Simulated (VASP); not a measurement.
# HfB5 (F-43m) in VASP: single point with PBE

Aim: the single point of HfB5 with PBE.

Everything below comes from runs of VASP 6.6.1. Logs are shortened: lines on timing, memory, paths and dates and some standing lists are left out, and cuts for length are marked.

### Step 1. The cell of the first run

It takes space group F-43m (No. 216, cubic). Conventional cell: a = 6.430 Å, b = 6.430 Å, c = 6.430 Å, α = 90.00°, β = 90.00°, γ = 90.00°. Hf (site symmetry -43m) has 4 B at 1.75 Å within 2.3 Å. B (site symmetry -43m) has 12 B at 2.63 Å and 6 Hf at 3.21 Å within 3.5 Å. B (site symmetry 3m) has 3 B at 1.69 Å and 1 Hf at 1.75 Å within 2.2 Å.

### Step 2. Single point, PBE

Contents of INCAR:

```
SYSTEM = HfB5
ALGO = Normal
EDIFF = 1E-7
ENCUT = 520
GGA = PE
ISIF = 2
ISMEAR = 0
LASPH = .True.
LCHARG = .False.
LREAL = .False.
LWAVE = .False.
NBANDS = 22
NELM = 100
PREC = Accurate
SIGMA = 0.1
```

Contents of KPOINTS:

```
k-points
0
Gamma
  6 6 6
  0 0 0
```

Contents of POSCAR:

```
HfB5
1.0
    0.0000000000      3.2148139800      3.2148139800
    3.2148139800      0.0000000000      3.2148139800
    3.2148139800      3.2148139800      0.0000000000
Hf B
1 5
Direct
    0.7500000000      0.7500000000      0.7500000000
    0.2500000000      0.2500000000      0.2500000000
    0.5927178400      0.5927178400      0.5927178400
    0.5927178400      0.5927178400      0.2218464800
    0.5927178400      0.2218464800      0.5927178400
    0.2218464800      0.5927178400      0.5927178400
```

Potentials or basis: VASP PAW PBE potentials, release 64 (Hf_pv, B).

Command:

```bash
$ cat potpaw_PBE.64/Hf_pv/POTCAR potpaw_PBE.64/B/POTCAR > POTCAR
$ mpirun -np 1 vasp_std > vasp.out
```

OUTCAR:

```text
SYSTEM = HfB5
   EDIFF = 1E-7
   ENCUT = 520
   GGA = PE
   ISIF = 2
   ISMEAR = 0
   LASPH = .True.
   LREAL = .False.
   NELM = 100
   PREC = Accurate

 ion  position               nearest neighbor table
   1  0.750  0.750  0.750-   3 1.75   4 1.75   5 1.75   6 1.75
   2  0.250  0.250  0.250-
   3  0.593  0.593  0.593-   4 1.69   5 1.69   6 1.69   1 1.75
   4  0.593  0.593  0.222-   3 1.69   5 1.69   6 1.69   1 1.75
   5  0.593  0.222  0.593-   3 1.69   4 1.69   6 1.69   1 1.75
   6  0.222  0.593  0.593-   3 1.69   4 1.69   5 1.69   1 1.75

  LATTYP: Found a face centered cubic cell.
 ALAT       =     6.4296279600

  Lattice vectors:

 A1 = (   0.0000000000,   3.2148139800,   3.2148139800)
 A2 = (   3.2148139800,   0.0000000000,   3.2148139800)
 A3 = (   3.2148139800,   3.2148139800,   0.0000000000)

Analysis of symmetry for initial positions (statically):
=====================================================================
 Subroutine PRICEL returns:
 Original cell was already a primitive cell.

 Routine SETGRP: Setting up the symmetry group for a
 face centered cubic supercell.

 Subroutine GETGRP returns: Found 24 space group operations
 (whereof 24 operations were pure point group operations)
 out of a pool of 48 trial point group operations.

The static configuration has the point symmetry T_d .

Analysis of symmetry for dynamics (positions and initial velocities):
=====================================================================
 Subroutine PRICEL returns:
 Original cell was already a primitive cell.

 Routine SETGRP: Setting up the symmetry group for a
 face centered cubic supercell.

 Subroutine GETGRP returns: Found 24 space group operations
 (whereof 24 operations were pure point group operations)
 out of a pool of 48 trial point group operations.

The dynamic configuration has the point symmetry T_d .

 Subroutine INISYM returns: Found 24 space group operations
 (whereof 24 operations are pure point group operations),
 and found     1 'primitive' translations

----------------------------------------------------------------------------------------

                                     Primitive cell

  volume of cell :      66.4504

  direct lattice vectors                    reciprocal lattice vectors
     0.000000000  3.214813980  3.214813980    -0.155529994  0.155529994  0.155529994
     3.214813980  0.000000000  3.214813980     0.155529994 -0.155529994  0.155529994
     3.214813980  3.214813980  0.000000000     0.155529994  0.155529994 -0.155529994

  length of vectors
     4.546433531  4.546433531  4.546433531     0.269385852  0.269385852  0.269385852

  position of ions in fractional coordinates (direct lattice)
     0.750000000  0.750000000  0.750000000
     0.250000000  0.250000000  0.250000000
     0.592717840  0.592717840  0.592717840
     0.592717840  0.592717840  0.221846480
     0.592717840  0.221846480  0.592717840
     0.221846480  0.592717840  0.592717840

  ion indices of the primitive-cell ions
   primitive index   ion index
                 1           1
                 2           2
                 3           3
                 4           4
                 5           5
                 6           6

----------------------------------------------------------------------------------------

 KPOINTS: k-points

Automatic generation of k-mesh.
 Grid dimensions read from file:
 generate k-points for:    6    6    6

 Generating k-lattice:

  Cartesian coordinates                     Fractional coordinates (reciprocal lattice)
    -0.025921666  0.025921666  0.025921666     0.166666667  0.000000000  0.000000000
     0.025921666 -0.025921666  0.025921666     0.000000000  0.166666667  0.000000000
     0.025921666  0.025921666 -0.025921666     0.000000000  0.000000000  0.166666667

  Length of vectors
     0.044897642  0.044897642  0.044897642

  Shift w.r.t. Gamma in fractional coordinates (k-lattice)
     0.000000000  0.000000000  0.000000000

 Subroutine IBZKPT returns following result:
 ===========================================

 Found     16 irreducible k-points:

 Following reciprocal coordinates:
            Coordinates               Weight
  0.000000  0.000000  0.000000      1.000000
  0.166667  0.000000  0.000000      8.000000
  0.333333  0.000000  0.000000      8.000000
  0.500000  0.000000  0.000000      4.000000
  0.166667  0.166667  0.000000      6.000000
  0.333333  0.166667  0.000000     24.000000
[... 8 lines left out ...]
 -0.333333  0.333333  0.166667     24.000000
 -0.333333  0.500000  0.166667     12.000000
   k-points           NKPTS =     16   k-points in BZ     NKDIM =     16   number of bands    NBANDS=     22
   number of dos      NEDOS =    301   number of ions     NIONS =      6
   total plane-waves  NPLWV =  46656
   dimension x,y,z NGX =    36 NGY =   36 NGZ =   36
   dimension x,y,z NGXF=    72 NGYF=   72 NGZF=   72
   ions per type =               1   5
   NGX,Y,Z   is equivalent  to a cutoff of  13.16, 13.16, 13.16 a.u.
   NGXF,Y,Z  is equivalent  to a cutoff of  26.33, 26.33, 26.33 a.u.
 SYSTEM =  HfB5
   PREC   = accura    normal or accurate (medium, high low for compatibility)
   ISTART =      0    job   : 0-new  1-cont  2-samecut
   ICHARG =      2    charge: 1-file 2-atom 10-const
   ISPIN  =      1    spin polarized calculation?
   LNONCOLLINEAR =      F non collinear calculations
   LSORBIT =      F    spin-orbit coupling
   LASPH  =      T    aspherical Exc in radial PAW
   ENCUT  =  520.0 eV  38.22 Ry    6.18 a.u.   8.45  8.45  8.45*2*pi/ulx,y,z
   NELM   =    100;   NELMIN=  2; NELMDL= -5     # of ELM steps
   EDIFF  = 0.1E-06   stopping-criterion for ELM
   LREAL  =      F    real-space projection
   EDIFFG = 0.1E-05   stopping-criterion for IOM
   NSW    =      0    number of steps for IOM
   IBRION =     -1    ionic relax: 0-MD 1-quasi-New 2-CG
   NFREE  =      0    steps in history (QN), initial steepest desc. (CG)
   ISIF   =      2    stress and relaxation
   ISYM   =      2    0-nonsym 1-usesym 2-fastsym
   POTIM  = 0.5000    time-step for ionic-motion
   TEBEG  =    0.0;   TEEND  =   0.0 temperature during run
   PSTRESS=    0.0 pullay stress
   NELECT =      25.0000    total number of electrons
   NUPDOWN=      -1.0000    fix difference up-down
   EMIN   =  10.00;   EMAX   =-10.00  energy-range for DOS
   EFERMI =   0.00;   METHOD = LEGACY
   ISMEAR =     0;   SIGMA  =   0.10  broadening in eV -4-tet -1-fermi 0-gaus
   EFERMI_NEDOS =   21; number of points for ismear=-14 and -15
   IALGO  =     38    algorithm
   IMIX   =      4    mixing-type and parameters
     AMIX     =   0.40;   BMIX     =  1.00
     AMIX_MAG =   1.60;   BMIX_MAG =  1.00
  volume/ion in A,a.u.               =      11.08        74.74
  Fermi-wavevector in a.u.,A,eV,Ry     =   1.181832  2.233338 19.003615  1.396726
  Thomas-Fermi vector in A             =   2.318098
   LORBIT       =      0    0 simple, 1 ext, 2 COOP (PROOUT), +10 PAW based schemes
   GGA     = PE    functional components
   LHFCALC =     F    Hartree Fock is set to
   AEXX    =    0.0000 exact exchange contribution
   IVDW    =     0    specifies the selected vdW correction
   LEPSILON=     F    determine dielectric tensor
   LRPA    =     F    only Hartree local field effects (RPA)
 non-spin polarized calculation
 Gauss-broadening in eV      SIGMA  =   0.10
  energy-cutoff  :      520.00
  volume of cell :       66.45
 maximum number of plane-waves:      1820
 NGX is ok and might be reduce to    36
   NGX = 17   NGY = 17   NGZ = 17

 number of electron      24.9999999 magnetization

 Free energy of the ion-electron system (eV)
  ---------------------------------------------------
  ext. energy  EPLUGINS =         0.00000000
  ---------------------------------------------------
  free energy    TOTEN  =       -22.26004713 eV

  energy without entropy =      -22.24149711  energy(sigma->0) =      -22.25077212

 E-fermi :   3.5404     XC(G=0): -10.5772

 val. band max:        3.4410584686   @ k =   0.5000   0.5000   0.0000
 cond. band min:       3.5419539974   @ k =   0.5000   0.3333   0.0000
 fundamental gap:      0.1008955288
 Fermi energy:         3.5403694618

 k-point     1 :       0.0000    0.0000    0.0000
  band No.  band energies     occupation
      1     -25.1767      2.00000
      2     -25.1767      2.00000
      3     -25.1767      2.00000
      4     -10.1724      2.00000
      5      -2.7112      2.00000
      6      -2.0162      2.00000
[... 14 lines left out ...]
     21      12.5862      0.00000
     22      12.5903      0.00000

 k-point     2 :       0.1667    0.0000    0.0000
  band No.  band energies     occupation
      1     -25.1843      2.00000
      2     -25.1779      2.00000
      3     -25.1779      2.00000
      4     -10.0631      2.00000
      5      -3.3715      2.00000
      6      -2.0064      2.00000
[... 14 lines left out ...]
     21      11.5219      0.00000
     22      11.5219      0.00000

 k-point     3 :       0.3333    0.0000    0.0000
  band No.  band energies     occupation
      1     -25.1995      2.00000
      2     -25.1801      2.00000
      3     -25.1801      2.00000
      4      -9.8293      2.00000
      5      -3.9895      2.00000
      6      -2.0453      2.00000
[... 14 lines left out ...]
     21      11.2730      0.00000
     22      11.2730      0.00000

 k-point     4 :       0.5000    0.0000    0.0000
  band No.  band energies     occupation
      1     -25.2070      2.00000
      2     -25.1813      2.00000
      3     -25.1813      2.00000
      4      -9.7032      2.00000
      5      -4.2168      2.00000
      6      -2.0892      2.00000
[... 14 lines left out ...]
     21      11.2231      0.00000
     22      11.2231      0.00000

 k-point     5 :       0.1667    0.1667    0.0000
  band No.  band energies     occupation
      1     -25.1837      2.00000
      2     -25.1798      2.00000
      3     -25.1798      2.00000
      4     -10.0272      2.00000
      5      -3.5533      2.00000
      6      -1.9733      2.00000
[... 14 lines left out ...]
     21      10.4074      0.00000
     22      12.6062      0.00000

 k-point     6 :       0.3333    0.1667    0.0000
  band No.  band energies     occupation
      1     -25.1950      2.00000
      2     -25.1825      2.00000
      3     -25.1823      2.00000
      4      -9.8348      2.00000
      5      -4.0281      2.00000
      6      -2.1895      2.00000
[... 14 lines left out ...]
     21      10.4529      0.00000
     22      12.3214      0.00000

 k-point     7 :       0.5000    0.1667    0.0000
  band No.  band energies     occupation
      1     -25.2040      2.00000
      2     -25.1855      2.00000
      3     -25.1832      2.00000
      4      -9.6693      2.00000
      5      -4.2052      2.00000
      6      -2.6335      2.00000
[... 124 lines left out ...]
      6      -2.9798      2.00000
[... 14 lines left out ...]
     21      10.5374      0.00000
     22      11.0901      0.00000

 k-point    13 :       0.5000    0.5000    0.0000
  band No.  band energies     occupation
      1     -25.2042      2.00000
      2     -25.1890      2.00000
      3     -25.1890      2.00000
      4      -9.5540      2.00000
      5      -4.7988      2.00000
      6      -1.7386      2.00000
[... 14 lines left out ...]
     21      10.1261      0.00000
     22      12.0087      0.00000

 k-point    14 :       0.5000    0.3333    0.1667
  band No.  band energies     occupation
      1     -25.1991      2.00000
      2     -25.1895      2.00000
      3     -25.1841      2.00000
      4      -9.6753      2.00000
      5      -4.2491      2.00000
      6      -2.6267      2.00000
[... 14 lines left out ...]
     21      10.2708      0.00000
     22      11.9407      0.00000

 k-point    15 :      -0.3333    0.3333    0.1667
  band No.  band energies     occupation
      1     -25.2006      2.00000
      2     -25.1926      2.00000
      3     -25.1860      2.00000
      4      -9.5927      2.00000
      5      -4.2530      2.00000
      6      -2.9818      2.00000
[... 14 lines left out ...]
     21      10.6290      0.00000
     22      11.6202      0.00000

 k-point    16 :      -0.3333    0.5000    0.1667
  band No.  band energies     occupation
      1     -25.2006      2.00000
      2     -25.1926      2.00000
      3     -25.1891      2.00000
      4      -9.5539      2.00000
      5      -4.4993      2.00000
      6      -2.6934      2.00000
[... 14 lines left out ...]
     21      11.1843      0.00000
     22      11.2985      0.00000

------------------------ aborting loop because EDIFF is reached ----------------------------------------

  FORCE on cell =-STRESS in cart. coord.  units (eV):
  Direction    XX          YY          ZZ          XY          YZ          ZX
  --------------------------------------------------------------------------------------
  -------------------------------------------------------------------------------------
  Total       27.7102154     27.7102154     27.7102154     -0.0000000     -0.0000000     -0.0000000
  in kB      668.1176474    668.1176474    668.1176474     -0.0000000     -0.0000000     -0.0000000
  external PRESSURE =     668.1176474 kB  Pullay stress =       0.0000000 kB

 VOLUME and BASIS-vectors are now :
 -----------------------------------------------------------------------------
  energy-cutoff  :      520.00
  volume of cell :       66.45
      direct lattice vectors                 reciprocal lattice vectors
     0.000000000  3.214813980  3.214813980    -0.155529994  0.155529994  0.155529994
     3.214813980  0.000000000  3.214813980     0.155529994 -0.155529994  0.155529994
     3.214813980  3.214813980  0.000000000     0.155529994  0.155529994 -0.155529994

 POSITION                                       TOTAL-FORCE (eV/Angst)
 -----------------------------------------------------------------------------------
      4.82222      4.82222      4.82222        -0.000000      0.000000      0.000000
      1.60741      1.60741      1.60741        -0.000000      0.000000      0.000000
      3.81096      3.81096      3.81096        -5.835077     -5.835077     -5.835077
      2.61867      2.61867      3.81096         5.835077      5.835077     -5.835077
      2.61867      3.81096      2.61867         5.835077     -5.835077      5.835077
      3.81096      2.61867      2.61867        -5.835077      5.835077      5.835077
 -----------------------------------------------------------------------------------
    total drift:                                0.000000      0.000000      0.000000

  FREE ENERGIE OF THE ION-ELECTRON SYSTEM (eV)
  ---------------------------------------------------
  free  energy   TOTEN  =       -22.2600471258 eV

  energy  without entropy=      -22.2414971064  energy(sigma->0) =      -22.25077212
```

It took 27 s on 1 thread of Intel Xeon Platinum 8259CL at 2.50GHz (Skylake/Cascade Lake), shared host; peak memory 0.2 GiB.

Results:

```yaml
Free_energy: -22.2600 eV
Pressure: 66.8 GPa
Largest_force: 10.107 eV/Å
```

Forces on the atoms (eV/Å):
```
Hf   0.000  0.000  0.000
B    0.000  0.000  0.000
B   -5.835 -5.835 -5.835
B    5.835  5.835 -5.835
B    5.835 -5.835  5.835
B   -5.835  5.835  5.835
```

Caveat: spin-orbit coupling is left out, which moves the levels of the heavy elements; forces of over 1 eV/Å act on the atoms, so gaps and moduli don't describe the material at rest.
